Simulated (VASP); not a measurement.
# Al3B2Sb (P6/mmm) in VASP: a series of runs

Al3B2Sb is run at these levels: PBE; tasks: single point.

Everything below comes from runs of VASP 6.6.1. Logs are shortened: lines on timing, memory, paths and dates and some standing lists are left out, and cuts for length are marked.

## 1. The cell of the first run

The structure is hexagonal, space group P6/mmm (No. 191). The conventional cell has a = 4.670 Å, b = 4.670 Å, c = 5.197 Å, α = 90.00°, β = 90.00°, γ = 120.00°. Within 3.4 Å of Al (site symmetry -6m2) lie 2 B at 2.60 Å and 6 Al at 2.70 Å. Al (site symmetry 6/mmm) has 2 Sb at 2.60 Å and 6 Al at 2.70 Å within 3.4 Å. B (site symmetry -6m2) has 2 Al at 2.60 Å and 3 B at 2.70 Å and 3 Sb at 2.70 Å within 3.4 Å. Sb (site symmetry 6/mmm) has 2 Al at 2.60 Å and 6 B at 2.70 Å within 3.4 Å.

The cell was built from a structure type or drawn by symmetry, and may not be a known phase.

## 2. Single point, PBE

Input file INCAR:

```
PREC     = Accurate       # precision mode
ENCUT    = 500            # plane-wave cutoff, eV
EDIFF    = 1E-6           # SCF threshold, eV
ISMEAR   = 0              # smearing method
SIGMA    = 0.2            # smearing width, eV
LREAL    = F              # projectors in reciprocal space
LASPH    = T              # aspherical terms in the spheres
NELM     = 120            # most SCF steps
ALGO     = Normal         # electronic algorithm
ISIF     = 2              # what is computed and relaxed
LWAVE    = F              # write WAVECAR
LCHARG   = T              # write CHGCAR
GGA      = PE             # functional
LELF     = T              # ELF
LVHAR    = T            
NBANDS   = 19             # bands
GGA_COMPAT= F
```

Input file KPOINTS:

```
Automatic mesh
0
Gamma
  4 4 3
```

Input file POSCAR:

```
Al3B2Sb
1.0
    4.6700132901      0.0000000031      0.0000000000
   -2.3350066478      4.0443501437      0.0000000000
    0.0000000000      0.0000000000      5.1965431366
Al B Sb
3 2 1
Direct
    0.3333333333      0.6666666667      0.0000000000
    0.6666666667      0.3333333333      0.0000000000
    0.0000000000      0.0000000000      0.0000000000
    0.3333333333      0.6666666667      0.5000000000
    0.6666666667      0.3333333333      0.5000000000
    0.0000000000      0.0000000000      0.5000000000
```

Potentials or basis: VASP PAW PBE potentials, release 64 (Al, B, Sb).

On the command line:

```bash
> cat potpaw_PBE.64/Al/POTCAR potpaw_PBE.64/B/POTCAR potpaw_PBE.64/Sb/POTCAR > POTCAR
> mpirun -np 1 vasp_std > vasp.out
```

OUTCAR:

```text
PREC = Accurate
   ENCUT = 500
   EDIFF = 1E-6
   ISMEAR = 0
   LREAL = F
   LASPH = T
   NELM = 120
   ISIF = 2
   GGA = PE

 ion  position               nearest neighbor table
   1  0.333  0.667  0.000-   4 2.60   4 2.60   2 2.70   2 2.70   3 2.70   3 2.70   3 2.70   2 2.70

   2  0.667  0.333  0.000-   5 2.60   5 2.60   1 2.70   1 2.70   3 2.70   3 2.70   3 2.70   1 2.70

   3  0.000  0.000  0.000-   6 2.60   6 2.60   1 2.70   2 2.70   2 2.70   1 2.70   2 2.70   1 2.70

   4  0.333  0.667  0.500-   1 2.60   1 2.60   6 2.70   6 2.70   6 2.70
   5  0.667  0.333  0.500-   2 2.60   2 2.60   6 2.70   6 2.70   6 2.70
   6  0.000  0.000  0.500-   3 2.60   3 2.60   5 2.70   4 2.70   5 2.70   4 2.70   5 2.70   4 2.70

  LATTYP: Found a hexagonal cell.
 ALAT       =     4.6700132901
 C/A-ratio  =     1.1127469696

  Lattice vectors:

 A1 = (   4.6700132901,   0.0000000031,   0.0000000000)
 A2 = (  -2.3350066478,   4.0443501437,   0.0000000000)
 A3 = (   0.0000000000,   0.0000000000,   5.1965431366)

Analysis of symmetry for initial positions (statically):
=====================================================================
 Subroutine PRICEL returns:
 Original cell was already a primitive cell.

 Routine SETGRP: Setting up the symmetry group for a
 hexagonal supercell.

 Subroutine GETGRP returns: Found 24 space group operations
 (whereof 24 operations were pure point group operations)
 out of a pool of 24 trial point group operations.

The static configuration has the point symmetry D_6h.

Analysis of symmetry for dynamics (positions and initial velocities):
=====================================================================
 Subroutine PRICEL returns:
 Original cell was already a primitive cell.

 Routine SETGRP: Setting up the symmetry group for a
 hexagonal supercell.

 Subroutine GETGRP returns: Found 24 space group operations
 (whereof 24 operations were pure point group operations)
 out of a pool of 24 trial point group operations.

The dynamic configuration has the point symmetry D_6h.

 Subroutine INISYM returns: Found 24 space group operations
 (whereof 24 operations are pure point group operations),
 and found     1 'primitive' translations

----------------------------------------------------------------------------------------

                                     Primitive cell

  volume of cell :      98.1480

  direct lattice vectors                    reciprocal lattice vectors
     4.670013290  0.000000003  0.000000000     0.214132153  0.123629256  0.000000000
    -2.335006648  4.044350144  0.000000000    -0.000000000  0.247258512  0.000000000
     0.000000000  0.000000000  5.196543137     0.000000000  0.000000000  0.192435620

  length of vectors
     4.670013290  4.670013290  5.196543137     0.247258512  0.247258512  0.192435620

  position of ions in fractional coordinates (direct lattice)
     0.333333333  0.666666667  0.000000000
     0.666666667  0.333333333  0.000000000
     0.000000000  0.000000000  0.000000000
     0.333333333  0.666666667  0.500000000
     0.666666667  0.333333333  0.500000000
     0.000000000  0.000000000  0.500000000

  ion indices of the primitive-cell ions
   primitive index   ion index
                 1           1
                 2           2
                 3           3
                 4           4
                 5           5
                 6           6

----------------------------------------------------------------------------------------

 KPOINTS: Automatic mesh

Automatic generation of k-mesh.
 Grid dimensions read from file:
 generate k-points for:    4    4    3

 Generating k-lattice:

  Cartesian coordinates                     Fractional coordinates (reciprocal lattice)
     0.053533038  0.030907314  0.000000000     0.250000000  0.000000000  0.000000000
    -0.000000000  0.061814628  0.000000000     0.000000000  0.250000000  0.000000000
     0.000000000  0.000000000  0.064145207     0.000000000  0.000000000  0.333333333

  Length of vectors
     0.061814628  0.061814628  0.064145207

  Shift w.r.t. Gamma in fractional coordinates (k-lattice)
     0.000000000  0.000000000  0.000000000

 Subroutine IBZKPT returns following result:
 ===========================================

 Found      8 irreducible k-points:

 Following reciprocal coordinates:
            Coordinates               Weight
  0.000000  0.000000  0.000000      1.000000
  0.250000  0.000000  0.000000      6.000000
  0.500000  0.000000  0.000000      3.000000
  0.250000  0.250000  0.000000      6.000000
  0.000000  0.000000  0.333333      2.000000
  0.250000  0.000000  0.333333     12.000000
  0.500000  0.000000  0.333333      6.000000
  0.250000  0.250000  0.333333     12.000000
   k-points           NKPTS =      8   k-points in BZ     NKDIM =      8   number of bands    NBANDS=     19
   number of dos      NEDOS =    301   number of ions     NIONS =      6
   total plane-waves  NPLWV =  51840
   dimension x,y,z NGX =    36 NGY =   36 NGZ =   40
   dimension x,y,z NGXF=    72 NGYF=   72 NGZF=   80
   ions per type =               3   2   1
   NGX,Y,Z   is equivalent  to a cutoff of  12.82, 12.82, 12.80 a.u.
   NGXF,Y,Z  is equivalent  to a cutoff of  25.63, 25.63, 25.59 a.u.
 SYSTEM =  unknown system
   PREC   = accura    normal or accurate (medium, high low for compatibility)
   ISTART =      0    job   : 0-new  1-cont  2-samecut
   ICHARG =      2    charge: 1-file 2-atom 10-const
   ISPIN  =      1    spin polarized calculation?
   LNONCOLLINEAR =      F non collinear calculations
   LSORBIT =      F    spin-orbit coupling
   LASPH  =      T    aspherical Exc in radial PAW
   ENCUT  =  500.0 eV  36.75 Ry    6.06 a.u.   8.51  8.51  9.47*2*pi/ulx,y,z
   NELM   =    120;   NELMIN=  2; NELMDL= -5     # of ELM steps
   EDIFF  = 0.1E-05   stopping-criterion for ELM
   LREAL  =      F    real-space projection
   EDIFFG = 0.1E-04   stopping-criterion for IOM
   NSW    =      0    number of steps for IOM
   IBRION =     -1    ionic relax: 0-MD 1-quasi-New 2-CG
   NFREE  =      0    steps in history (QN), initial steepest desc. (CG)
   ISIF   =      2    stress and relaxation
   ISYM   =      2    0-nonsym 1-usesym 2-fastsym
   POTIM  = 0.5000    time-step for ionic-motion
   TEBEG  =    0.0;   TEEND  =   0.0 temperature during run
   PSTRESS=    0.0 pullay stress
   NELECT =      20.0000    total number of electrons
   NUPDOWN=      -1.0000    fix difference up-down
   EMIN   =  10.00;   EMAX   =-10.00  energy-range for DOS
   EFERMI =   0.00;   METHOD = LEGACY
   ISMEAR =     0;   SIGMA  =   0.20  broadening in eV -4-tet -1-fermi 0-gaus
   EFERMI_NEDOS =   21; number of points for ismear=-14 and -15
   IALGO  =     38    algorithm
   IMIX   =      4    mixing-type and parameters
     AMIX     =   0.40;   BMIX     =  1.00
     AMIX_MAG =   1.60;   BMIX_MAG =  1.00
  volume/ion in A,a.u.               =      16.36       110.39
  Fermi-wavevector in a.u.,A,eV,Ry     =   0.963365  1.820497 12.627197  0.928073
  Thomas-Fermi vector in A             =   2.092904
   LORBIT       =      0    0 simple, 1 ext, 2 COOP (PROOUT), +10 PAW based schemes
   GGA     = PE    functional components
   LHFCALC =     F    Hartree Fock is set to
   AEXX    =    0.0000 exact exchange contribution
   IVDW    =     0    specifies the selected vdW correction
   LEPSILON=     F    determine dielectric tensor
   LRPA    =     F    only Hartree local field effects (RPA)
 non-spin polarized calculation
 Gauss-broadening in eV      SIGMA  =   0.20
  energy-cutoff  :      500.00
  volume of cell :       98.15
 maximum number of plane-waves:      2501
 NGX is ok and might be reduce to    36
   NGX = 17   NGY = 17   NGZ = 19

 number of electron      20.0000001 magnetization

 Free energy of the ion-electron system (eV)
  ---------------------------------------------------
  ext. energy  EPLUGINS =         0.00000000
  ---------------------------------------------------
  free energy    TOTEN  =       -22.83285556 eV

  energy without entropy =      -22.79089742  energy(sigma->0) =      -22.81187649

 E-fermi :   6.7299     XC(G=0): -10.2433

 val. band max:        6.5885566197   @ k =   0.0000   0.0000   0.3333
 cond. band min:       6.8125958997   @ k =   0.5000   0.0000   0.3333
 fundamental gap:      0.2240392800
 Fermi energy:         6.7299174118

 k-point     1 :       0.0000    0.0000    0.0000
  band No.  band energies     occupation
      1      -5.1614      2.00000
      2      -0.1885      2.00000
      3       1.4353      2.00000
      4       2.5449      2.00000
      5       3.4764      2.00000
      6       3.8672      2.00000
[... 11 lines left out ...]
     18      12.1955      0.00000
     19      12.1955      0.00000

 k-point     2 :       0.2500    0.0000    0.0000
  band No.  band energies     occupation
      1      -4.6769      2.00000
      2      -0.2781      2.00000
      3       0.6316      2.00000
      4       1.9371      2.00000
      5       2.0970      2.00000
      6       2.5581      2.00000
[... 11 lines left out ...]
     18      12.5032      0.00000
     19      12.6131      0.00000

 k-point     3 :       0.5000    0.0000    0.0000
  band No.  band energies     occupation
      1      -3.7648      2.00000
      2      -2.0061      2.00000
      3       1.3191      2.00000
      4       2.0099      2.00000
      5       2.1431      2.00000
      6       2.2581      2.00000
[... 11 lines left out ...]
     18      13.1056      0.00000
     19      13.8631      0.00000

 k-point     4 :       0.2500    0.2500    0.0000
  band No.  band energies     occupation
      1      -3.8531      2.00000
      2      -1.2982      2.00000
      3      -0.4351      2.00000
      4       1.5623      2.00000
      5       2.8399      2.00000
      6       3.4930      2.00000
[... 11 lines left out ...]
     18      12.5157      0.00000
     19      13.5144      0.00000

 k-point     5 :       0.0000    0.0000    0.3333
  band No.  band energies     occupation
      1      -4.7316      2.00000
      2      -2.2090      2.00000
      3       2.7683      2.00000
      4       3.7329      2.00000
      5       4.3362      2.00000
      6       4.3362      2.00000
[... 11 lines left out ...]
     18      12.8190      0.00000
     19      13.9998      0.00000

 k-point     6 :       0.2500    0.0000    0.3333
  band No.  band energies     occupation
      1      -4.2630      2.00000
      2      -1.6790      2.00000
      3       0.4005      2.00000
      4       2.4075      2.00000
      5       2.7491      2.00000
      6       3.0238      2.00000
[... 11 lines left out ...]
     18      12.8010      0.00000
     19      12.9312      0.00000

 k-point     7 :       0.5000    0.0000    0.3333
  band No.  band energies     occupation
      1      -3.4123      2.00000
      2      -1.5070      2.00000
      3      -0.3030      2.00000
      4       0.3886      2.00000
      5       1.9798      2.00000
      6       2.4709      2.00000
[... 11 lines left out ...]
     18      12.1235      0.00000
     19      12.3682      0.00000

 k-point     8 :       0.2500    0.2500    0.3333
  band No.  band energies     occupation
      1      -3.4851      2.00000
      2      -0.9562      2.00000
      3      -0.4077      2.00000
      4       0.0389      2.00000
      5       1.4951      2.00000
      6       1.9628      2.00000
[... 11 lines left out ...]
     18      12.3265      0.00000
     19      12.7296      0.00000

------------------------ aborting loop because EDIFF is reached ----------------------------------------

  FORCE on cell =-STRESS in cart. coord.  units (eV):
  Direction    XX          YY          ZZ          XY          YZ          ZX
  --------------------------------------------------------------------------------------
  -------------------------------------------------------------------------------------
  Total       -0.3523250     -0.3523250      0.3378631      0.0000000      0.0000000      0.0000000
  in kB       -5.7513875     -5.7513875      5.5153098      0.0000000      0.0000000      0.0000000
  external PRESSURE =      -1.9958217 kB  Pullay stress =       0.0000000 kB

 VOLUME and BASIS-vectors are now :
 -----------------------------------------------------------------------------
  energy-cutoff  :      500.00
  volume of cell :       98.15
      direct lattice vectors                 reciprocal lattice vectors
     4.670013290  0.000000003  0.000000000     0.214132153  0.123629256  0.000000000
    -2.335006648  4.044350144  0.000000000    -0.000000000  0.247258512  0.000000000
     0.000000000  0.000000000  5.196543137     0.000000000  0.000000000  0.192435620

 POSITION                                       TOTAL-FORCE (eV/Angst)
 -----------------------------------------------------------------------------------
     -0.00000      2.69623      0.00000         0.000000      0.000000      0.000000
      2.33501      1.34812      0.00000        -0.000000     -0.000000      0.000000
      0.00000      0.00000      0.00000         0.000000      0.000000      0.000000
     -0.00000      2.69623      2.59827        -0.000000      0.000000     -0.000000
      2.33501      1.34812      2.59827         0.000000     -0.000000      0.000000
      0.00000      0.00000      2.59827         0.000000      0.000000      0.000000
 -----------------------------------------------------------------------------------
    total drift:                                0.000000     -0.000000     -0.000000

  FREE ENERGIE OF THE ION-ELECTRON SYSTEM (eV)
  ---------------------------------------------------
  free  energy   TOTEN  =       -22.8328555589 eV

  energy  without entropy=      -22.7908974190  energy(sigma->0) =      -22.81187649
```

It took 22 s on 1 thread of Intel Xeon Platinum 8488C (Sapphire Rapids), shared host; peak memory 0.22 GiB.

Results:

- Free energy: -22.8329 eV
- Pressure: -0.2 GPa
- Band gap on the k mesh: zero (bands 10 and 11 overlap by 1.55 eV)

Caveat: the k points lie up to 0.40 Å⁻¹ apart, too coarse for converged energies and pressures of a metal; spin-orbit coupling is left out, which moves the levels of the heavy elements.

## 3. Single point, PBE

This run uses another cell than the first one, of 20.22 Å³/atom.

Input file INCAR:

```
ALGO = Normal ; EDIFF = 1E-6
ENCUT = 500 ; GGA = PE
GGA_COMPAT = False ; ISIF = 2
ISMEAR = 0 ; LASPH = True
LCHARG = False ; LREAL = False
LWAVE = False ; NBANDS = 19
NELM = 120 ; PREC = Accurate
SIGMA = 0.2
```

Input file KPOINTS:

```
k-points
0
Gamma
  5 5 2
```

Input file POSCAR:

```
Al3B2Sb
1.0
    3.4538460376      0.0000000000      0.0000000000
   -1.7269230188      2.9911184093      0.0000000000
    0.0000000000      0.0000000000     11.7461246142
Al B Sb
3 2 1
Direct
    0.0000000000      0.0000000000      0.7420922430
    0.0000000000      0.0000000000      0.2579077570
    0.0000000000      0.0000000000      0.0000000000
    0.3333333333      0.6666666667      0.0000000000
    0.6666666667      0.3333333333      0.0000000000
    0.0000000000      0.0000000000      0.5000000000
```

Potentials or basis: VASP PAW PBE potentials, release 64 (Al, B, Sb).

On the command line:

```bash
> cat potpaw_PBE.64/Al/POTCAR potpaw_PBE.64/B/POTCAR potpaw_PBE.64/Sb/POTCAR > POTCAR
> mpirun -np 1 vasp_std > vasp.out
```

It took 45 s on 1 thread of Intel Xeon Platinum 8488C (Sapphire Rapids), shared host; peak memory 0.25 GiB.

Results (log left out):

```yaml
Free_energy: -22.8967 eV
Pressure: -0.1 GPa
Largest_force: 0.039 eV/Å
Band_gap_on_the_k_mesh: zero (bands 10 and 11 overlap by 1.02 eV)
```

Forces on the atoms (eV/Å):
```
Al   0.000  0.000 -0.039
Al   0.000  0.000  0.039
Al   0.000  0.000  0.000
B    0.000  0.000  0.000
B    0.000  0.000  0.000
Sb   0.000  0.000  0.000
```

Stress tensor (GPa, compression positive):
```
-0.52  0.00  0.00
 0.00 -0.52  0.00
 0.00  0.00  0.65
```

Levels at points of the mesh, in eV from the Fermi level:
```tsv
k point	band 8	band 9	band 10	band 11	band 12	band 13
(0.00, 0.00, 0.00)	-1.39	-0.01	-0.01	0.43	2.93	3.91
(0.00, 0.00, 0.50)	-2.75	-0.01	-0.01	2.24	2.93	2.97
```

Caveat: the k points lie up to 0.42 Å⁻¹ apart, too coarse for converged energies and pressures of a metal; spin-orbit coupling is left out, which moves the levels of the heavy elements.
